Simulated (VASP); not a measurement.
Input of a VASP 6.6.1 run:

File INCAR:

```
  PREC = Accurate
  ENCUT = 600
  EDIFF = 1E-6
  ISMEAR = -1
  SIGMA = 0.1
  LREAL = False
  LASPH = True
  NELM = 80
  ALGO = Normal
  ISIF = 3
  LWAVE = False
  LCHARG = False
  GGA = CA
  IBRION = 2
  NSW = 80
  EDIFFG = -0.01
```

Contents of KPOINTS:

```
Automatic mesh
0
Gamma
  4 4 4
```

The input POSCAR:

```
Sb
1.0
    6.0135035706      0.0000000000      0.0000000000
    0.0000000000      6.0135035706      0.0000000000
    0.0000000000      0.0000000000      6.0135035706
Sb
8
Direct
    0.0000000000      0.0000000000      0.0000000000
    0.5000000000      0.5000000000      0.5000000000
    0.2500000000      0.0000000000      0.5000000000
    0.7500000000      0.0000000000      0.5000000000
    0.5000000000      0.2500000000      0.0000000000
    0.5000000000      0.7500000000      0.0000000000
    0.0000000000      0.5000000000      0.2500000000
    0.0000000000      0.5000000000      0.7500000000
```

Potentials or basis: VASP PAW LDA potentials, release 64 (Sb).

Command:

```console
$ cat potpaw_LDA.64/Sb/POTCAR > POTCAR
$ mpirun -np 1 vasp_std > vasp.out
```

Task: What does it give for the relaxed volume?

Result: 26.25 Å³/atom.

Task: What does it give for the relaxed cell?

Result: a = 5.944 Å, b = 5.944 Å, c = 5.944 Å, α = 90.00°, β = 90.00°, γ = 90.00°.

Step by step:
```csv
step,energy change (eV),largest force (eV/Å),pressure (GPa),volume (Å³)
1,0.0000,0.0000,-2.18,217.46
2,-0.0365,0.0000,1.34,206.01
3,-0.0528,0.0000,0.00,209.97
```
